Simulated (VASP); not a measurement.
# CuP: single point with r2SCAN

Crystal: CuP.

```
Cu P
1.0
     0.00000    2.41114    2.41114
     2.41114    0.00000    2.41114
     2.41114    2.41114    0.00000
Cu P
1 1
Direct
  0.50000 0.50000 0.50000
  0.00000 0.00000 0.00000
```

```yaml
Program: VASP 6.6.1
Task: single point
Functional: r2SCAN
Potentials_or_basis: VASP PAW PBE potentials, release 64 (Cu, P)
Cutoff: 520 eV
k_mesh: 12 × 12 × 12
Occupations: gaussian, width 0.05 eV
Spin: no spin polarisation
```

```yaml
Pressure: -0.5 GPa
Band_gap_on_the_k_mesh: zero (bands 8 and 9 overlap by 4.92 eV)
```

Levels at points of the mesh, in eV from the Fermi level:
```csv
k point,band 6,band 7,band 8,band 9,band 10,band 11
"(0.00, 0.00, 0.00)",-3.71,1.17,1.17,1.17,7.81,9.77
"(0.50, 0.00, 0.00)",-3.25,-2.79,2.63,2.63,5.61,6.21
"(0.50, 0.50, 0.00)",-3.13,-2.31,-1.94,-1.94,1.71,5.92
```

Wall time 3.4 min on 1 thread of Intel Xeon 8259CL (shared host), peak memory 0.18 GiB.

Caveat: the PAW data sets were made with another functional, which shifts forces and pressure a little.
